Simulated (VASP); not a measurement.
Set up this calculation in VASP 6.6.1, as the native input.

* Task: single point
* Functional: LDA
* Potentials or basis: VASP PAW LDA potentials, release 64 (Zn, S)
* Cutoff: 500 eV
* k mesh: 10 × 10 × 10
* Occupations: gaussian, width 0.02 eV
* Spin: no spin polarisation
* Dipole correction: no
* Further INCAR settings: ALGO = Normal; EDIFF = 1e-06; NBANDS = 16

The structure of ZnS lies in POSCAR:

```
ZnS
1.0
    0.0000000000      2.6483452481      2.6483452481
    2.6483452481      0.0000000000      2.6483452481
    2.6483452481      2.6483452481      0.0000000000
Zn S
1 1
Direct
    0.0000000000      0.0000000000      0.0000000000
    0.2500000000      0.2500000000      0.2500000000
```

These files were run (other wordings do the same):

INCAR

```
PREC = Accurate
ENCUT = 500
EDIFF = 1E-6
ISMEAR = 0
SIGMA = 0.02
LREAL = F
LASPH = T
NELM = 120
ALGO = Normal
ISIF = 2
LWAVE = F
LCHARG = F
NBANDS = 16
GGA_COMPAT = F
```

KPOINTS

```
regular mesh
0
Gamma
  10 10 10
```

Potentials or basis: VASP PAW LDA potentials, release 64 (Zn, S).

Run with:

```sh
$ cat potpaw_LDA.64/Zn/POTCAR potpaw_LDA.64/S/POTCAR > POTCAR
$ mpirun -np 1 vasp_std > vasp.out
```

It gave:

* Pressure: 0.2 GPa
* Band gap on the k mesh: 2.16 eV

Run time: 21 s on 1 thread of AMD EPYC 7R43 64-Core Processor (Zen 3), on a shared host, peak memory 0.12 GiB.
